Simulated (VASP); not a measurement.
# Mg2NCl (R-3m) in VASP: further runs

Mg2NCl is run at these levels: PBEsol; tasks: single point, relaxation of cell and atoms.

Everything below comes from runs of VASP 6.6.1. Logs are shortened: lines on timing, memory, paths and dates and some standing lists are left out, and cuts for length are marked.

## 1. The cell of the first run

The structure is trigonal, space group R-3m (No. 166). Conventional cell: a = 3.321 Å, b = 3.321 Å, c = 18.009 Å, α = 90.00°, β = 90.00°, γ = 120.00°. Mg (site symmetry 3m) has 3 N at 2.17 Å and 3 Cl at 2.76 Å and 3 Mg at 2.79 Å within 2.9 Å. Within 2.9 Å of N (site symmetry -3m) lie 6 Mg at 2.17 Å. Cl (site symmetry -3m) has 6 Mg at 2.76 Å and 6 Cl at 3.32 Å and 6 N at 3.56 Å within 3.6 Å.

## 2. Single point, PBEsol

Contents of INCAR:

```
PREC = Accurate ; ENCUT = 520
EDIFF = 1E-7 ; ISMEAR = 0
SIGMA = 0.1 ; LREAL = False
LASPH = True ; NELM = 80
ALGO = Normal ; ISIF = 2
LWAVE = False ; LCHARG = True
GGA = PS ; LELF = True
LVHAR = True ; NBANDS = 16
```

Contents of KPOINTS:

```
regular mesh
0
Gamma
  6 6 6
```

Contents of POSCAR:

```
Mg2NCl
1.0
    1.6606666161      0.9587863178      6.0029770000
   -1.6606666161      0.9587863178      6.0029770000
    0.0000000000     -1.9175726357      6.0029770000
Mg N Cl
2 1 1
Direct
    0.2228150000      0.2228150000      0.2228150000
    0.7771850000      0.7771850000      0.7771850000
    0.5000000000      0.5000000000      0.5000000000
    0.0000000000      0.0000000000      0.0000000000
```

Potentials or basis: VASP PAW PBE potentials, release 64 (Mg, N, Cl).

On the command line:

```sh
$ cat potpaw_PBE.64/Mg/POTCAR potpaw_PBE.64/N/POTCAR potpaw_PBE.64/Cl/POTCAR > POTCAR
$ mpirun -np 1 vasp_std > vasp.out
```

OUTCAR:

```text
PREC = Accurate
   ENCUT = 520
   EDIFF = 1E-7
   ISMEAR = 0
   LREAL = False
   LASPH = True
   NELM = 80
   ISIF = 2
   GGA = PS

 ion  position               nearest neighbor table
   1  0.223  0.223  0.223-   3 2.17   3 2.17   3 2.17   4 2.76   4 2.76   4 2.76   2 2.79   2 2.79
                             2 2.79
   2  0.777  0.777  0.777-   3 2.17   3 2.17   3 2.17   4 2.76   4 2.76   4 2.76   1 2.79   1 2.79
                             1 2.79
   3  0.500  0.500  0.500-   1 2.17   2 2.17   1 2.17   1 2.17   2 2.17   2 2.17
   4  0.000  0.000  0.000-   2 2.76   2 2.76   1 2.76   1 2.76   2 2.76   1 2.76

  LATTYP: Found a trigonal (rhomboedric) cell.
 ALAT       =     6.3018106664
 COS(alpha) =     0.8611121662

  Lattice vectors:

 A1 = (   1.6606666161,   0.9587863178,   6.0029770000)
 A2 = (  -1.6606666161,   0.9587863178,   6.0029770000)
 A3 = (   0.0000000000,  -1.9175726357,   6.0029770000)

Analysis of symmetry for initial positions (statically):
=====================================================================
 Subroutine PRICEL returns:
 Original cell was already a primitive cell.

 Routine SETGRP: Setting up the symmetry group for a
 trigonal (rhombohedral) supercell.

 Subroutine GETGRP returns: Found 12 space group operations
 (whereof 12 operations were pure point group operations)
 out of a pool of 12 trial point group operations.

The static configuration has the point symmetry D_3d.

Analysis of symmetry for dynamics (positions and initial velocities):
=====================================================================
 Subroutine PRICEL returns:
 Original cell was already a primitive cell.

 Routine SETGRP: Setting up the symmetry group for a
 trigonal (rhombohedral) supercell.

 Subroutine GETGRP returns: Found 12 space group operations
 (whereof 12 operations were pure point group operations)
 out of a pool of 12 trial point group operations.

The dynamic configuration has the point symmetry D_3d.

 Subroutine INISYM returns: Found 12 space group operations
 (whereof 12 operations are pure point group operations),
 and found     1 'primitive' translations

----------------------------------------------------------------------------------------

                                     Primitive cell

  volume of cell :      57.3485

  direct lattice vectors                    reciprocal lattice vectors
     1.660666616  0.958786318  6.002977000     0.301083911  0.173830877  0.055528004
[... 94 lines left out ...]
   IBRION =     -1    ionic relax: 0-MD 1-quasi-New 2-CG
   NFREE  =      0    steps in history (QN), initial steepest desc. (CG)
   ISIF   =      2    stress and relaxation
   ISYM   =      2    0-nonsym 1-usesym 2-fastsym
   POTIM  = 0.5000    time-step for ionic-motion
   TEBEG  =    0.0;   TEEND  =   0.0 temperature during run
   PSTRESS=    0.0 pullay stress
   NELECT =      16.0000    total number of electrons
   NUPDOWN=      -1.0000    fix difference up-down
   EMIN   =  10.00;   EMAX   =-10.00  energy-range for DOS
   EFERMI =   0.00;   METHOD = LEGACY
   ISMEAR =     0;   SIGMA  =   0.10  broadening in eV -4-tet -1-fermi 0-gaus
   EFERMI_NEDOS =   21; number of points for ismear=-14 and -15
   IALGO  =     38    algorithm
   IMIX   =      4    mixing-type and parameters
     AMIX     =   0.40;   BMIX     =  1.00
     AMIX_MAG =   1.60;   BMIX_MAG =  1.00
  volume/ion in A,a.u.               =      14.34        96.75
  Fermi-wavevector in a.u.,A,eV,Ry     =   1.069730  2.021496 15.569443  1.144322
  Thomas-Fermi vector in A             =   2.205418
   LORBIT       =      0    0 simple, 1 ext, 2 COOP (PROOUT), +10 PAW based schemes
   GGA     = PS    functional components
   LHFCALC =     F    Hartree Fock is set to
   AEXX    =    0.0000 exact exchange contribution
   IVDW    =     0    specifies the selected vdW correction
   LEPSILON=     F    determine dielectric tensor
   LRPA    =     F    only Hartree local field effects (RPA)
 non-spin polarized calculation
 Gauss-broadening in eV      SIGMA  =   0.10
  energy-cutoff  :      520.00
  volume of cell :       57.35
 maximum number of plane-waves:      1570
   NGX = 23   NGY = 23   NGZ = 23

 number of electron      16.0000000 magnetization

 Free energy of the ion-electron system (eV)
  ---------------------------------------------------
  ext. energy  EPLUGINS =         0.00000000
  ---------------------------------------------------
  free energy    TOTEN  =       -18.93460482 eV

  energy without entropy =      -18.93460482  energy(sigma->0) =      -18.93460482

 E-fermi :   4.4361     XC(G=0): -10.1000

 val. band max:        3.9322311058   @ k =   0.0000   0.0000   0.0000
 cond. band min:       6.0795344788   @ k =   0.0000   0.0000   0.0000
 fundamental gap:      2.1473033730
 Fermi energy:         4.4360953839

 k-point     1 :       0.0000    0.0000    0.0000
  band No.  band energies     occupation
      1     -12.5308      2.00000
      2      -8.7513      2.00000
      3      -2.3559      2.00000
      4       1.6090      2.00000
      5       1.6090      2.00000
      6       2.9262      2.00000
[... 433 lines left out ...]
      3      -1.8541      2.00000
      4      -1.0579      2.00000
      5       0.0665      2.00000
      6       1.1684      2.00000
[... 8 lines left out ...]
     15      14.4959      0.00000
     16      16.4999      0.00000

 [... further k-points ...]

------------------------ aborting loop because EDIFF is reached ----------------------------------------

  FORCE on cell =-STRESS in cart. coord.  units (eV):
  Direction    XX          YY          ZZ          XY          YZ          ZX
  --------------------------------------------------------------------------------------
  -------------------------------------------------------------------------------------
  Total       -1.0851492     -1.0851492     -0.9591704      0.0000000      0.0000000      0.0000000
  in kB      -30.3164143    -30.3164143    -26.7968729      0.0000000      0.0000000      0.0000000
  external PRESSURE =     -29.1432338 kB  Pullay stress =       0.0000000 kB

 VOLUME and BASIS-vectors are now :
 -----------------------------------------------------------------------------
  energy-cutoff  :      520.00
  volume of cell :       57.35
      direct lattice vectors                 reciprocal lattice vectors
     1.660666616  0.958786318  6.002977000     0.301083911  0.173830877  0.055528004
    -1.660666616  0.958786318  6.002977000    -0.301083911  0.173830877  0.055528004
     0.000000000 -1.917572636  6.002977000     0.000000000 -0.347661754  0.055528004

 POSITION                                       TOTAL-FORCE (eV/Angst)
 -----------------------------------------------------------------------------------
      0.00000     -0.00000      4.01266         0.000000      0.000000     -0.068753
      0.00000     -0.00000     13.99627         0.000000     -0.000000      0.068753
      0.00000     -0.00000      9.00447         0.000000      0.000000     -0.000000
      0.00000      0.00000      0.00000         0.000000      0.000000     -0.000000
 -----------------------------------------------------------------------------------
    total drift:                                0.000000     -0.000000     -0.000000

  FREE ENERGIE OF THE ION-ELECTRON SYSTEM (eV)
  ---------------------------------------------------
  free  energy   TOTEN  =       -18.9346048191 eV

  energy  without entropy=      -18.9346048191  energy(sigma->0) =      -18.93460482
```

stdout:

```text
POSCAR found type information on POSCAR MgN Cl
 POSCAR found :  3 types and       4 ions
 scaLAPACK will be used
 -----------------------------------------------------------------------------
|                                                                             |
|                                                                             |
|     You enforced a specific xc type in the INCAR file but a different       |
|     I HOPE YOU KNOW WHAT YOU ARE DOING!                                     |
|                                                                             |
 -----------------------------------------------------------------------------

 LDA part: xc-table for (Slater+PW92), standard interpolation
 POSCAR, INCAR and KPOINTS ok, starting setup
 FFT: planning ... GRIDC
 FFT: planning ... GRID_SOFT
 FFT: planning ... GRID
 WAVECAR not read
 entering main loop
```

It took 2.7 min on 1 thread of Oxide Virtual Turin-like, shared host; peak memory 0.28 GiB.

What came out:

* Free energy: -18.9346 eV
* Pressure: -2.9 GPa
* Largest force: 0.069 eV/Å
* Band gap on the k mesh: 2.15 eV

Forces on the atoms (eV/Å):
```
Mg   0.000  0.000 -0.069
Mg   0.000  0.000  0.069
N    0.000  0.000  0.000
Cl   0.000  0.000  0.000
```

Caveat: the PAW data sets were made with another functional, which shifts forces and pressure a little.

## 3. Single point, PBEsol

This run uses another cell than the first one, of 13.88 Å³/atom.

Contents of INCAR:

```
PREC     = Accurate       # precision mode
ENCUT    = 520            # plane-wave cutoff, eV
EDIFF    = 1E-6           # SCF threshold, eV
ISMEAR   = 0              # smearing method
SIGMA    = 0.02           # smearing width, eV
LREAL    = False          # projectors in reciprocal space
LASPH    = True           # aspherical terms in the spheres
NELM     = 60             # most SCF steps
ALGO     = Normal         # electronic algorithm
ISIF     = 2              # what is computed and relaxed
LWAVE    = False          # write WAVECAR
LCHARG   = True           # write CHGCAR
GGA      = PS             # functional
LELF     = True           # ELF
LVHAR    = True         
NBANDS   = 16             # bands
```

Contents of KPOINTS:

```
regular mesh
0
Gamma
  12 12 12
```

Contents of POSCAR:

```
Mg2NCl
1.0
    1.6434986478      0.9488743867      5.9319626949
   -1.6434986478      0.9488743867      5.9319626949
    0.0000000000     -1.8977487735      5.9319626949
Mg N Cl
2 1 1
Direct
    0.2231995447      0.2231995447      0.2231995447
    0.7768004553      0.7768004553      0.7768004553
    0.5000000000      0.5000000000      0.5000000000
    0.0000000000      0.0000000000      0.0000000000
```

Potentials or basis: VASP PAW PBE potentials, release 64 (Mg, N, Cl).

On the command line:

```sh
$ cat potpaw_PBE.64/Mg/POTCAR potpaw_PBE.64/N/POTCAR potpaw_PBE.64/Cl/POTCAR > POTCAR
$ mpirun -np 1 vasp_std > vasp.out
```

Wall time 11 min (1 thread of Oxide Virtual Turin-like, shared host); peak memory 0.41 GiB.

The run converged. Its results:

| Item | Value |
| --- | --- |
| Free energy | -18.9535 eV |
| Pressure | -0.2 GPa |
| Largest force | 0.046 eV/Å |
| Band gap on the k mesh | 2.33 eV |

Forces on the atoms (eV/Å):
```
Mg   0.000  0.000 -0.046
Mg   0.000  0.000  0.046
N    0.000  0.000  0.000
Cl   0.000  0.000  0.000
```

Stress tensor (GPa, compression positive):
```
-0.18  0.00  0.00
 0.00 -0.18  0.00
 0.00  0.00 -0.30
```

Levels at points of the mesh, in eV from the valence-band top:
```tsv
k point	band 5	band 6	band 7	band 8	band 9	band 10	band 11	band 12
(0.00, 0.00, 0.00)	-2.43	-1.04	0.00	0.00	2.33	5.27	8.58	8.86
(0.50, 0.00, 0.00)	-4.00	-3.28	-1.57	-0.80	4.28	5.86	6.16	7.33
(0.50, 0.50, 0.00)	-3.30	-3.07	-0.85	-0.74	3.13	3.93	5.22	8.83
(0.50, 0.50, 0.50)	-2.41	-2.41	-0.03	-0.03	4.72	4.85	7.05	8.30
```

Caveat: the PAW data sets were made with another functional, which shifts forces and pressure a little.

## 4. Relaxation of cell and atoms, PBEsol

Contents of INCAR:

```
ALGO     = Normal         # electronic algorithm
EDIFF    = 1E-7           # SCF threshold, eV
EDIFFG   = -0.01          # ionic threshold
ENCUT    = 600            # plane-wave cutoff, eV
GGA      = PS             # functional
IBRION   = 2              # ionic algorithm
ISIF     = 3              # what is computed and relaxed
ISMEAR   = 0              # smearing method
LASPH    = True           # aspherical terms in the spheres
LCHARG   = False          # write CHGCAR
LREAL    = False          # projectors in reciprocal space
LWAVE    = False          # write WAVECAR
NELM     = 100            # most SCF steps
NSW      = 100            # ionic steps
PREC     = Accurate       # precision mode
SIGMA    = 0.02           # smearing width, eV
```

Contents of KPOINTS:

```
k-points
0
Gamma
  12 12 12
```

Contents of POSCAR:

```
Mg2NCl
1.0
    1.6606666161      0.9587863178      6.0029770000
   -1.6606666161      0.9587863178      6.0029770000
    0.0000000000     -1.9175726357      6.0029770000
Mg N Cl
2 1 1
Direct
    0.2228150000      0.2228150000      0.2228150000
    0.7771850000      0.7771850000      0.7771850000
    0.5000000000      0.5000000000      0.5000000000
    0.0000000000      0.0000000000      0.0000000000
```

On the command line:

```sh
$ cat potpaw_PBE.64/Mg/POTCAR potpaw_PBE.64/N/POTCAR potpaw_PBE.64/Cl/POTCAR > POTCAR
$ mpirun -np 1 vasp_std > vasp.out
```

Wall time 47 min (1 thread of Oxide Virtual Turin-like, shared host); peak memory 0.48 GiB.

The run converged. Its results:

| Item | Value |
| --- | --- |
| Free energy | -18.9567 eV |
| Relaxed volume | 13.84 Å³/atom |
| Relaxed cell | a = 6.223 Å, b = 6.223 Å, c = 6.223 Å, α = 30.61°, β = 30.61°, γ = 30.61° |
| Space group after relaxing (to 0.1 Å) | R-3m (No. 166) |
| Energy gained by relaxing | 4.6 meV/atom |
| Ionic steps | 7 |
| Pressure after relaxing | 0.0 GPa |
| Band gap on the k mesh | 2.36 eV |

Step by step:
```tsv
step	energy change (eV)	largest force (eV/Å)	pressure (GPa)	volume (Å³)
1	0.0000	0.0668	-2.94	57.35
2	-0.0165	0.1526	0.57	55.19
3	-0.0172	0.1140	-0.06	55.55
4	-0.0181	0.0317	-0.02	55.44
5	-0.0182	0.0100	0.00	55.38
6	-0.0182	0.0077	0.00	55.38
7	-0.0182	0.0020	-0.01	55.38
```

Final structure:
```yaml
crystal:
  lattice:
    - [1.64235, 0.94821, 5.92672]
    - [-1.64235, 0.94821, 5.92672]
    - [0.00000, -1.89643, 5.92672]
  atoms:
    - { symbol: Mg, position: [0.22310, 0.22310, 0.22310] }
    - { symbol: Mg, position: [0.77690, 0.77690, 0.77690] }
    - { symbol: N, position: [0.50000, 0.50000, 0.50000] }
    - { symbol: Cl, position: [0.00000, 0.00000, 0.00000] }
```

Levels at points of the mesh, in eV from the valence-band top:
```tsv
k point	band 4	band 5	band 6	band 7	band 8	band 9	band 10	band 11	band 12
(0.00, 0.00, 0.00)	-2.40	-2.40	-1.03	0.00	0.00	2.36	5.30	8.62	8.89
(0.50, 0.00, 0.00)	-4.74	-4.00	-3.25	-1.56	-0.81	4.31	5.87	6.18	7.36
(0.50, 0.50, 0.00)	-5.35	-3.28	-3.06	-0.84	-0.74	3.15	3.95	5.24	8.86
(0.50, 0.50, 0.50)	-2.77	-2.39	-2.39	-0.03	-0.03	4.75	4.89	7.07	8.33
```

Caveat: the PAW data sets were made with another functional, which shifts forces and pressure a little. A k mesh can miss the band edges.

## 5. The runs side by side

| task | cell | k mesh | cutoff (eV) | smearing | gap on the mesh (eV) | pressure (GPa) | largest force (eV/Å) |
| --- | --- | --- | --- | --- | --- | --- | --- |
| single point | a = 6.302 Å, angles 30.6°, 4 atoms, atomic positions A | 6 × 6 × 6 | 520 | gaussian 0.1 eV | 2.15 | -2.9 | 0.07 |
| single point | a = 6.228 Å, angles 30.6°, 4 atoms, atomic positions B | 12 × 12 × 12 | 520 | gaussian 0.02 eV | 2.33 | -0.2 | 0.05 |
| relaxation of cell and atoms | relaxed from a = 6.302 Å, angles 30.6°, 4 atoms, atomic positions A | 12 × 12 × 12 | 600 | gaussian 0.02 eV | 2.36 | 0.0 | - |

Alike in all rows: level PBEsol; potentials or basis VASP PAW PBE potentials, release 64 (Mg, N, Cl); no spin polarisation.

Caveats: the PAW data sets were made with another functional, which shifts forces and pressure a little.

Total energies depend on the potentials used, so only differences within one code and one set of settings carry meaning.
